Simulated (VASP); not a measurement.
# ErB (P-6m2) in VASP: a series of runs, part 2 of 2

VASP 6.6.1. Earlier steps stand in the parts before.

### Step 3. Single point, PBE

INCAR

```
ALGO = Normal ; EDIFF = 1E-6
ENCUT = 500 ; GGA = PE
GGA_COMPAT = False ; ISIF = 2
ISMEAR = -5 ; LASPH = True
LCHARG = True ; LELF = True
LMAXMIX = 6 ; LREAL = False
LVHAR = True ; LWAVE = False
NBANDS = 13 ; NELM = 200
PREC = Accurate ; SIGMA = 0.1
```

KPOINTS

```
k-points
0
Gamma
  18 18 16
```

POSCAR

```
ErB
1.0
    3.5945476426      0.0000000000      0.0000000000
   -1.7972738213      3.1129695736      0.0000000000
    0.0000000000      0.0000000000      3.3102097423
Er B
1 1
Direct
    0.0000000000      0.0000000000      0.0000000000
    0.3333333333      0.6666666667      0.5000000000
```

Potentials or basis: VASP PAW PBE potentials, release 64 (Er_3, B), 4f in core.

The run is started by

```bash
> cat potpaw_PBE.64/Er_3/POTCAR potpaw_PBE.64/B/POTCAR > POTCAR
> mpirun -np 1 vasp_std > vasp.out
```

OUTCAR:

```text
EDIFF = 1E-6
   ENCUT = 500
   GGA = PE
   ISIF = 2
   ISMEAR = -5
   LASPH = True
   LREAL = False
   NELM = 200
   PREC = Accurate

 ion  position               nearest neighbor table
   1  0.000  0.000  0.000-   2 2.65   2 2.65   2 2.65   2 2.65   2 2.65   2 2.65
   2  0.333  0.667  0.500-   1 2.65   1 2.65   1 2.65   1 2.65   1 2.65   1 2.65

  LATTYP: Found a hexagonal cell.
 ALAT       =     3.5945476426
 C/A-ratio  =     0.9208974456

  Lattice vectors:

 A1 = (   3.5945476426,   0.0000000000,   0.0000000000)
 A2 = (  -1.7972738213,   3.1129695736,   0.0000000000)
 A3 = (   0.0000000000,   0.0000000000,   3.3102097423)

Analysis of symmetry for initial positions (statically):
=====================================================================
 Subroutine PRICEL returns:
 Original cell was already a primitive cell.

 Routine SETGRP: Setting up the symmetry group for a
 hexagonal supercell.

 Subroutine GETGRP returns: Found 12 space group operations
 (whereof 12 operations were pure point group operations)
 out of a pool of 24 trial point group operations.

The static configuration has the point symmetry D_3h.
[... 177 lines left out ...]
      5       3.2556      1.69482
      6       3.2556      0.00000
      7       3.3313      0.00000
      8       5.7113      0.00000
      9       8.9965      0.00000
     10       9.2505      0.00000
     11       9.2505      0.00000
     12       9.9232      0.00000
     13       9.9232      0.00000
[... 354 lines left out ...]
  band No.  band energies     occupation
      1     -21.0164      2.00000
      2     -20.7497      2.00000
      3     -20.4322      2.00000
      4      -2.6384      2.00000
      5       0.2469      2.00000
      6       3.0913      1.86114
      7       3.9496      0.00000
      8       5.0174      0.00000
      9       8.1826      0.00000
     10       8.5465      0.00000
     11       9.6544      0.00000
     12      11.5300      0.00000
     13      12.6334      0.00000

 [... further k-points ...]

------------------------ aborting loop because EDIFF is reached ----------------------------------------

  FORCE on cell =-STRESS in cart. coord.  units (eV):
  Direction    XX          YY          ZZ          XY          YZ          ZX
  --------------------------------------------------------------------------------------
  -------------------------------------------------------------------------------------
  Total        0.0889207      0.0889207      0.1841486      0.0000000      0.0000000      0.0000000
  in kB        3.8462611      3.8462611      7.9653399      0.0000000      0.0000000      0.0000000
  external PRESSURE =       5.2192874 kB  Pullay stress =       0.0000000 kB

 VOLUME and BASIS-vectors are now :
 -----------------------------------------------------------------------------
  energy-cutoff  :      500.00
  volume of cell :       37.04
      direct lattice vectors                 reciprocal lattice vectors
     3.594547643  0.000000000  0.000000000     0.278199123  0.160618338  0.000000000
    -1.797273821  3.112969574  0.000000000     0.000000000  0.321236677  0.000000000
     0.000000000  0.000000000  3.310209742     0.000000000  0.000000000  0.302095661

 POSITION                                       TOTAL-FORCE (eV/Angst)
 -----------------------------------------------------------------------------------
      0.00000      0.00000      0.00000         0.000000      0.000000      0.000000
     -0.00000      2.07531      1.65510        -0.000000      0.000000      0.000000
 -----------------------------------------------------------------------------------
    total drift:                                0.000000     -0.000000     -0.000000

  FREE ENERGIE OF THE ION-ELECTRON SYSTEM (eV)
  ---------------------------------------------------
  free  energy   TOTEN  =       -10.2142026717 eV

  energy  without entropy=      -10.2142026717  energy(sigma->0) =      -10.21420267
```

It took 70 s on 1 thread of Intel Xeon 6975P-C (Granite Rapids), shared host; peak memory 0.29 GiB.

Results:

```
Free energy            : -10.2142 eV
Pressure               : 0.5 GPa
Band gap on the k mesh : zero (bands 6 and 7 overlap by 1.68 eV)
```

Stress tensor (GPa, compression positive):
```
0.38 0.00 0.00
0.00 0.38 0.00
0.00 0.00 0.80
```

Caveat: spin-orbit coupling is left out, which moves the levels of the heavy elements; the 4f electrons are frozen in the core, so they carry no moment and show no levels; tetrahedron occupations give inexact forces and stress in metals.

### Step 4. Relaxation of cell and atoms, PBE

This run uses another cell than the first one, of the same volume but with other edges.

INCAR

```
SYSTEM = ErB
ALGO = Normal
EDIFF = 1E-7
EDIFFG = -0.01
ENCUT = 500
GGA = PE
GGA_COMPAT = .FALSE.
IBRION = 2
ISIF = 3
ISMEAR = 0
LASPH = .TRUE.
LCHARG = .FALSE.
LMAXMIX = 6
LREAL = .FALSE.
LWAVE = .FALSE.
NELM = 200
NELMIN = 4
NSW = 100
PREC = Accurate
SIGMA = 0.1
```

KPOINTS

```
k-points
0
G
  18 18 16
  0 0 0
```

POSCAR

```
ErB
1.0
    3.5396542938      0.0000000000      0.0000000000
   -1.7698271469      3.0654305391      0.0000000000
    0.0000000000      0.0000000000      3.4080244442
Er B
1 1
Direct
    0.0000000000      0.0000000000      0.0000000000
    0.3333333333      0.6666666667      0.5000000000
```

The run is started by

```bash
> cat potpaw_PBE.64/Er_3/POTCAR potpaw_PBE.64/B/POTCAR > POTCAR
> mpirun -np 1 vasp_std > vasp.out
```

Wall time 6.2 min (1 thread of Intel Xeon 6975P-C (Granite Rapids), shared host); peak memory 0.29 GiB.

It converged, with:

```
Free energy                           : -10.2196 eV
Relaxed volume                        : 18.65 Å³/atom
Relaxed cell                          : a = 3.606 Å, b = 3.606 Å, c = 3.312 Å, α = 90.00°, β = 90.00°, γ = 120.00°
Space group after relaxing (to 0.1 Å) : P-6m2 (No. 187)
Energy gained by relaxing             : 3.4 meV/atom
Ionic steps                           : 8
Pressure after relaxing               : 0.0 GPa
Band gap on the k mesh                : zero (bands 6 and 7 overlap by 1.65 eV)
```

Step by step:
| step | energy change (eV) | largest force (eV/Å) | pressure (GPa) | volume (Å³) |
| --- | --- | --- | --- | --- |
| 1 | 0.0000 | 0.0000 | 0.28 | 36.98 |
| 2 | -0.0016 | 0.0000 | -0.03 | 37.15 |
| 3 | -0.0042 | 0.0000 | -0.96 | 37.67 |
| 4 | -0.0049 | 0.0000 | -0.88 | 37.65 |
| 5 | -0.0063 | 0.0000 | -0.61 | 37.56 |
| 6 | -0.0064 | 0.0000 | -0.51 | 37.53 |
| 7 | -0.0067 | 0.0000 | -0.32 | 37.43 |
| 8 | -0.0069 | 0.0000 | -0.05 | 37.29 |

Final structure:
```
Er B
1.0
     3.60577    0.00000    0.00000
    -1.80288    3.12269    0.00000
     0.00000    0.00000    3.31223
Er B
1 1
Cartesian
  0.0000 0.0000 0.0000
  0.0000 2.0818 1.6561
```

Levels at points of the mesh, in eV from the Fermi level:
| k point | band 4 | band 5 | band 6 | band 7 | band 8 | band 9 |
| --- | --- | --- | --- | --- | --- | --- |
| (0.00, 0.00, 0.00) | -8.27 | 0.02 | 0.02 | 0.11 | 2.49 | 5.71 |
| (0.50, 0.00, 0.00) | -5.86 | -3.16 | 0.32 | 0.69 | 1.37 | 5.34 |
| (0.00, 0.00, 0.50) | -5.26 | -4.06 | 0.93 | 0.93 | 2.83 | 2.83 |
| (0.50, 0.00, 0.50) | -5.54 | -2.14 | -1.01 | -0.66 | 2.12 | 6.45 |

Caveat: spin-orbit coupling is left out, which moves the levels of the heavy elements; the 4f electrons are frozen in the core, so they carry no moment and show no levels.

### Step 5. The runs side by side

| task | cell | smearing | gap on the mesh (eV) | pressure (GPa) |
| --- | --- | --- | --- | --- |
| single point | a = 3.595, b = 3.595, c = 3.310 Å, angles 90.0, 90.0, 120.0°, 2 atoms | gaussian 0.1 eV | none | 0.5 |
| single point | a = 3.595, b = 3.595, c = 3.310 Å, angles 90.0, 90.0, 120.0°, 2 atoms | tetrahedron | none | 0.5 |
| relaxation of cell and atoms | relaxed from a = 3.540, b = 3.540, c = 3.408 Å, angles 90.0, 90.0, 120.0°, 2 atoms | gaussian 0.1 eV | none | 0.0 |

Alike in all rows: level PBE; potentials or basis VASP PAW PBE potentials, release 64 (Er_3, B), 4f in core; no spin polarisation; k mesh 18 × 18 × 16; cutoff (eV) 500.

Caveats: spin-orbit coupling is left out, which moves the levels of the heavy elements; the 4f electrons are frozen in the core, so they carry no moment and show no levels; tetrahedron occupations give inexact forces and stress in metals (at least some runs).

Absolute energies hang on the potentials; compare differences alone.
